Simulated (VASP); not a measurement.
A run of VASP 6.6.1:

The input POSCAR:

```
ZnS
1.0
    2.7046500000     -2.7046500000      0.0000000000
    2.7046500000      0.0000000000     -2.7046500000
    6.2206950000      4.5979050000      5.4093000000
Zn S
3 3
Direct
    0.6291566667      0.6666666667      0.1250333333
   -0.2375100000      0.0000000000      0.7917000000
    0.1958233333      0.3333333333      0.4583666667
    0.4041566667      0.6666666667      0.8750333333
    0.8374900000      1.0000000000      0.5417000000
    0.2708233333      0.3333333333      0.2083666667
```

The input INCAR.step1:

```
SYSTEM = ZnS
  PREC = Accurate
  ENCUT = 520
  ISMEAR = 0
  SIGMA = 0.05
  LREAL = .False.
  LASPH = .True.
  NELM = 80
  NBANDS = 36
  GGA = PE
  ALGO = Normal
  EDIFF = 1E-4
  LWAVE = .True.
  LCHARG = .False.
```

INCAR.step2

```
SYSTEM = ZnS
  PREC = Accurate
  ENCUT = 520
  EDIFF = 1E-6
  ISMEAR = 0
  SIGMA = 0.05
  LREAL = .False.
  LASPH = .True.
  NELM = 80
  ALGO = Normal
  ISIF = 2
  LWAVE = .False.
  LCHARG = .False.
  METAGGA = R2SCAN
  LMIXTAU = .True.
  NBANDS = 36
  ISTART = 1
```

Contents of KPOINTS:

```
Automatic mesh
0
Gamma
  7 7 3
  0 0 0
```

Potentials or basis: VASP PAW PBE potentials, release 64 (Zn, S).

Launch:

```bash
$ cat potpaw_PBE.64/Zn/POTCAR potpaw_PBE.64/S/POTCAR > POTCAR
$ cp INCAR.step1 INCAR
$ mpirun -np 1 vasp_std > vasp.out
$ cp INCAR.step2 INCAR
$ mpirun -np 1 vasp_std > vasp.out
```

Hardware: 1 thread of Intel(R) Xeon(R) Platinum 8488C (Sapphire Rapids), with other jobs on the host.

**Question.** Estimate the wall time of this run.

**Answer.** It took 10 min on 1 thread of Intel(R) Xeon(R) Platinum 8488C (Sapphire Rapids), with other jobs on the host, peak memory 0.39 GiB. Counts: k points 74.
